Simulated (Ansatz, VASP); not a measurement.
SbBr2N2 in VASP and in Ansatz

```
Sb N Br
1.0
     4.18345    4.18345    0.00000
     4.18345   -4.18345    0.00000
     0.00000    0.00000   -4.18345
Sb N Br
1 2 2
Direct
  0.00000 0.00000 0.00000
  0.25000 0.75000 0.00000
  0.75000 0.25000 0.00000
  0.25000 0.25000 0.50000
  0.75000 0.75000 0.50000
```

Alike in both runs: task single point; functional r2SCAN; k mesh 3 × 3 × 4; no spin polarisation.

```csv
,VASP,Ansatz
version,VASP 6.6.1,Ansatz 0.2.0
potentials or method,"VASP PAW PBE potentials, release 64 (Sb, N, Br), cutoff 520 eV",PAW plane waves
occupations,"fermi-dirac, width 0.1 eV",fermi-dirac
valence electrons in the cell,29,39
```

|  | VASP | Ansatz | Ansatz less VASP |
| --- | --- | --- | --- |
| gap on the k mesh at the Fermi level (eV) | none | none | - |
| pressure (GPa) | -6.9 | -6.9 | 0.00 |
| traceless stress, the component that is largest in VASP (GPa) | -3.88 | -4.14 | -0.255 |
| rms of the force components (eV/Å) | 0.766 | 0.787 | +0.0214 |

VASP's potentials were made for PBE, not for r2SCAN. Atom by atom the forces differ by 0.025 eV/Å (rms over components). A gap of «none» marks a metal or a gap that the smearing closes. VASP's potentials hold 29 valence electrons a cell and Ansatz's 39, so a difference there can come from the potentials and not from the codes.

The k mesh is coarse, so the values compare programs but aren't converged. Spin-orbit coupling is off throughout.
